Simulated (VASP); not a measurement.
BiB (rocksalt type):

```
B Bi
1.0
     0.00000    2.41127    2.41127
     2.41127    0.00000    2.41127
     2.41127    2.41127    0.00000
B Bi
1 1
Cartesian
  0.0000 0.0000 0.0000
  2.4113 2.4113 2.4113
```

```yaml
Program: VASP 6.6.1
Task: relaxation of cell and atoms
Functional: PBE
Potentials_or_basis: VASP PAW PBE potentials, release 64 (B, Bi_d)
Cutoff: 600 eV
k_mesh: 12 × 12 × 12
Occupations: fermi-dirac, width 0.05 eV
Spin: no spin polarisation
```

At the start: pressure 40.9 GPa; volume 14.02 Å³/atom.

Q: How do energy, volume and symmetry change on relaxing?

A: Over 19 steps the energy falls by 430.9 meV/atom and the volume is 18.36 Å³/atom (+30.9 %); space group Fm-3m (No. 225, to 0.05 Å).

Step by step:
```tsv
step	energy change (eV)	largest force (eV/Å)	pressure (GPa)	volume (Å³)
1	0.0000	0.0000	40.92	28.04
2	-0.5191	0.0000	-10.73	45.23
3	-0.8618	0.0000	-0.06	36.77
4	-0.8616	0.0000	0.39	36.58
5	-0.8616	0.0000	0.38	36.58
6	-0.8616	0.0000	0.34	36.59
7	-0.8616	0.0000	0.32	36.59
8	-0.8616	0.0000	0.32	36.59
9	-0.8616	0.0000	0.32	36.59
10	-0.8616	0.0000	0.33	36.59
11	-0.8616	0.0000	0.34	36.59
12	-0.8616	0.0000	0.36	36.60
13	-0.8617	0.0000	0.31	36.60
14	-0.8617	0.0000	0.30	36.61
15	-0.8617	0.0000	0.27	36.64
16	-0.8618	0.0000	0.22	36.68
17	-0.8618	0.0000	-0.10	36.77
18	-0.8618	0.0000	-0.08	36.74
19	-0.8618	0.0000	-0.02	36.71
```

Final structure:
```cif
data_structure
_symmetry_space_group_name_H-M 'P 1'
_symmetry_Int_Tables_number 1
_cell_length_a 3.7306
_cell_length_b 3.7306
_cell_length_c 3.7306
_cell_angle_alpha 60.000
_cell_angle_beta 60.000
_cell_angle_gamma 60.000
_cell_volume 36.71
loop_
_atom_site_label
_atom_site_type_symbol
_atom_site_fract_x
_atom_site_fract_y
_atom_site_fract_z
_atom_site_occupancy
B1 B 0.00000 0.00000 0.00000 1
Bi1 Bi 0.50000 0.50000 0.50000 1
```

Caveat: the volume moved by over 15 % at a fixed basis, so the end points are rough.
